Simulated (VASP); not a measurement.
# Sn (I4/mmm) in VASP: notebook

Sn is run at these levels: BLYP, r2SCAN, PBE+D3(BJ); tasks: single point.

Everything below comes from runs of VASP 6.6.1. Logs are shortened: lines on timing, memory, paths and dates and some standing lists are left out, and cuts for length are marked.

## Step 1: The cell of the first run

The structure is tetragonal, space group I4/mmm (No. 139). The conventional cell has a = 4.058 Å, b = 4.058 Å, c = 3.322 Å, α = 90.00°, β = 90.00°, γ = 90.00°. Sn (site symmetry 4/mmm) has 14 Sn at 3.32 to 4.06 Å within 4.4 Å.

## Step 2: Single point, BLYP

INCAR reads:

```
AGGAC    = 1.0          
AGGAX    = 1.0          
ALDAC    = 0.0          
ALDAX    = 1.0          
ALGO     = Normal         # electronic algorithm
EDIFF    = 1E-7           # SCF threshold, eV
ENCUT    = 520            # plane-wave cutoff, eV
GGA      = B5             # functional
ISIF     = 2              # what is computed and relaxed
ISMEAR   = -1             # smearing method
LASPH    = True           # aspherical terms in the spheres
LCHARG   = True           # write CHGCAR
LELF     = True           # ELF
LREAL    = False          # projectors in reciprocal space
LVHAR    = True         
LWAVE    = False          # write WAVECAR
NBANDS   = 13             # bands
NELM     = 60             # most SCF steps
PREC     = Accurate       # precision mode
SIGMA    = 0.05           # smearing width, eV
```

KPOINTS reads:

```
k-points
0
Gamma
  6 6 6
```

POSCAR reads:

```
Sn
1.0
   -2.0291894110      2.0291894110      1.6607599896
    2.0291894110     -2.0291894110      1.6607599896
    2.0291894110      2.0291894110     -1.6607599896
Sn
1
Direct
    0.0000000000      0.0000000000      0.0000000000
```

Potentials or basis: VASP PAW PBE potentials, release 64 (Sn_d).

Run with:

```console
$ cat potpaw_PBE.64/Sn_d/POTCAR > POTCAR
$ mpirun -np 1 vasp_std > vasp.out
```

OUTCAR:

```text
EDIFF = 1E-7
   ENCUT = 520
   GGA = B5
   ISIF = 2
   ISMEAR = -1
   LASPH = True
   LREAL = False
   NELM = 60
   PREC = Accurate

 ion  position               nearest neighbor table
   1  0.000  0.000  0.000-

  LATTYP: Found a body centered tetragonal cell.
 ALAT       =     4.0583788220
 C/A-ratio  =     0.8184351745

  Lattice vectors:

 A1 = (  -2.0291894110,   2.0291894110,   1.6607599896)
 A2 = (   2.0291894110,  -2.0291894110,   1.6607599896)
 A3 = (   2.0291894110,   2.0291894110,  -1.6607599896)

Analysis of symmetry for initial positions (statically):
=====================================================================
 Subroutine PRICEL returns:
 Original cell was already a primitive cell.

 Routine SETGRP: Setting up the symmetry group for a
 body centered tetragonal supercell.

 Subroutine GETGRP returns: Found 16 space group operations
 (whereof 16 operations were pure point group operations)
 out of a pool of 16 trial point group operations.

The static configuration has the point symmetry D_4h.

Analysis of symmetry for dynamics (positions and initial velocities):
=====================================================================
 Subroutine PRICEL returns:
 Original cell was already a primitive cell.

 Routine SETGRP: Setting up the symmetry group for a
 body centered tetragonal supercell.

 Subroutine GETGRP returns: Found 16 space group operations
 (whereof 16 operations were pure point group operations)
 out of a pool of 16 trial point group operations.

The dynamic configuration has the point symmetry D_4h.

 Subroutine INISYM returns: Found 16 space group operations
 (whereof 16 operations are pure point group operations),
 and found     1 'primitive' translations

----------------------------------------------------------------------------------------

                                     Primitive cell

  volume of cell :      27.3534

  direct lattice vectors                    reciprocal lattice vectors
    -2.029189411  2.029189411  1.660759990     0.000000000  0.246403809  0.301066983
     2.029189411 -2.029189411  1.660759990     0.246403809  0.000000000  0.301066983
     2.029189411  2.029189411 -1.660759990     0.246403809  0.246403809  0.000000000

  length of vectors
     3.315621069  3.315621069  3.315621069     0.389045197  0.389045197  0.348467608

  position of ions in fractional coordinates (direct lattice)
     0.000000000  0.000000000  0.000000000

  ion indices of the primitive-cell ions
   primitive index   ion index
                 1           1
[... 75 lines left out ...]
   NSW    =      0    number of steps for IOM
   IBRION =     -1    ionic relax: 0-MD 1-quasi-New 2-CG
   NFREE  =      0    steps in history (QN), initial steepest desc. (CG)
   ISIF   =      2    stress and relaxation
   ISYM   =      2    0-nonsym 1-usesym 2-fastsym
   POTIM  = 0.5000    time-step for ionic-motion
   TEBEG  =    0.0;   TEEND  =   0.0 temperature during run
   PSTRESS=    0.0 pullay stress
   NELECT =      14.0000    total number of electrons
   NUPDOWN=      -1.0000    fix difference up-down
   EMIN   =  10.00;   EMAX   =-10.00  energy-range for DOS
   EFERMI =   0.00;   METHOD = LEGACY
   ISMEAR =    -1;   SIGMA  =   0.05  broadening in eV -4-tet -1-fermi 0-gaus
   EFERMI_NEDOS =   21; number of points for ismear=-14 and -15
   IALGO  =     38    algorithm
   IMIX   =      4    mixing-type and parameters
     AMIX     =   0.40;   BMIX     =  1.00
     AMIX_MAG =   1.60;   BMIX_MAG =  1.00
  volume/ion in A,a.u.               =      27.35       184.59
  Fermi-wavevector in a.u.,A,eV,Ry     =   1.309524  2.474642 23.331997  1.714853
  Thomas-Fermi vector in A             =   2.440117
   LORBIT       =      0    0 simple, 1 ext, 2 COOP (PROOUT), +10 PAW based schemes
   GGA     = B5    functional components
   LHFCALC =     F    Hartree Fock is set to
   AEXX    =    0.0000 exact exchange contribution
   IVDW    =     0    specifies the selected vdW correction
   LEPSILON=     F    determine dielectric tensor
   LRPA    =     F    only Hartree local field effects (RPA)
 non-spin polarized calculation
  energy-cutoff  :      520.00
  volume of cell :       27.35
 maximum number of plane-waves:       750
 NGX is ok and might be reduce to    28
   NGX = 13   NGY = 13   NGZ = 13

 number of electron      14.0000001 magnetization

 Free energy of the ion-electron system (eV)
  ---------------------------------------------------
  ext. energy  EPLUGINS =         0.00000000
  ---------------------------------------------------
  free energy    TOTEN  =        -2.86040516 eV

  energy without entropy =       -2.85201490  energy(sigma->0) =       -2.85621003

 E-fermi :   8.8928     XC(G=0):  -9.7063

 val. band max:        8.8860854673   @ k =  -0.3333   0.3333   0.3333
 cond. band min:       8.9067247652   @ k =   0.5000   0.1667  -0.0000
 fundamental gap:      0.0206392979
 Fermi energy:         8.8928251835

 k-point     1 :       0.0000    0.0000    0.0000
  band No.  band energies     occupation
      1     -13.0767      2.00000
      2     -13.0044      2.00000
      3     -13.0044      2.00000
      4     -13.0031      2.00000
      5     -12.8810      2.00000
      6      -2.5853      2.00000
      7      15.0584      0.00000
      8      15.0584      0.00000
      9      17.5006      0.00000
     10      18.8267      0.00000
     11      20.1869      0.00000
     12      21.2144      0.00000
     13      21.2144      0.00000
[... 354 lines left out ...]
  band No.  band energies     occupation
      1     -13.0372      2.00000
      2     -13.0066      2.00000
      3     -12.9444      2.00000
      4     -12.8980      2.00000
      5     -12.8831      2.00000
      6       1.2226      2.00000
      7       7.5130      2.00000
      8      10.7574      0.00000
      9      11.4955      0.00000
     10      16.0565      0.00000
     11      18.5370      0.00000
     12      19.1456      0.00000
     13      23.8616      0.00000

 [... further k-points ...]
[... 5 lines left out ...]
  --------------------------------------------------------------------------------------
  -------------------------------------------------------------------------------------
  Total        1.0919629      1.0919629      0.8788607      0.0000000      0.0000000      0.0000000
  in kB       63.9597037     63.9597037     51.4776340      0.0000000      0.0000000      0.0000000
  external PRESSURE =      59.7990138 kB  Pullay stress =       0.0000000 kB

 VOLUME and BASIS-vectors are now :
 -----------------------------------------------------------------------------
  energy-cutoff  :      520.00
  volume of cell :       27.35
      direct lattice vectors                 reciprocal lattice vectors
    -2.029189411  2.029189411  1.660759990     0.000000000  0.246403809  0.301066983
     2.029189411 -2.029189411  1.660759990     0.246403809  0.000000000  0.301066983
     2.029189411  2.029189411 -1.660759990     0.246403809  0.246403809  0.000000000

 POSITION                                       TOTAL-FORCE (eV/Angst)
 -----------------------------------------------------------------------------------
      0.00000      0.00000      0.00000         0.000000      0.000000      0.000000
 -----------------------------------------------------------------------------------
    total drift:                               -0.000000     -0.000000     -0.000000

  FREE ENERGIE OF THE ION-ELECTRON SYSTEM (eV)
  ---------------------------------------------------
  free  energy   TOTEN  =        -2.8604051631 eV

  energy  without entropy=       -2.8520148988  energy(sigma->0) =       -2.85621003
```

It took 9.7 s on 1 thread of Intel Xeon 6975P-C (Granite Rapids), shared host; peak memory 0.15 GiB.

Results:

* Free energy: -2.8604 eV
* Pressure: 6.0 GPa
* Band gap on the k mesh: zero (band 7 reaches 15.06 eV, above the bottom of band 8 at 6.57 eV)

Levels at points of the mesh, in eV from the Fermi level:
| k point | band 4 | band 5 | band 6 | band 7 | band 8 | band 9 | band 10 | band 11 |
| --- | --- | --- | --- | --- | --- | --- | --- | --- |
| (0.00, 0.00, 0.00) | -21.90 | -21.77 | -11.48 | 6.17 | 6.17 | 8.61 | 9.93 | 11.29 |
| (0.50, 0.00, 0.00) | -21.75 | -21.73 | -6.32 | -4.50 | 2.51 | 3.87 | 7.04 | 7.17 |
| (0.50, 0.50, 0.00) | -21.82 | -21.74 | -7.81 | -4.98 | 5.17 | 7.17 | 10.12 | 10.70 |
| (0.50, 0.50, 0.50) | -21.75 | -21.72 | -4.04 | -2.00 | -2.00 | 2.02 | 3.04 | 5.94 |

Caveat: the k points lie up to 0.41 Å⁻¹ apart; the PAW data sets were made with another functional, which shifts forces and pressure a little; spin-orbit coupling is left out, which moves the levels of the heavy elements.

(Part 1 of 2 ends here.)
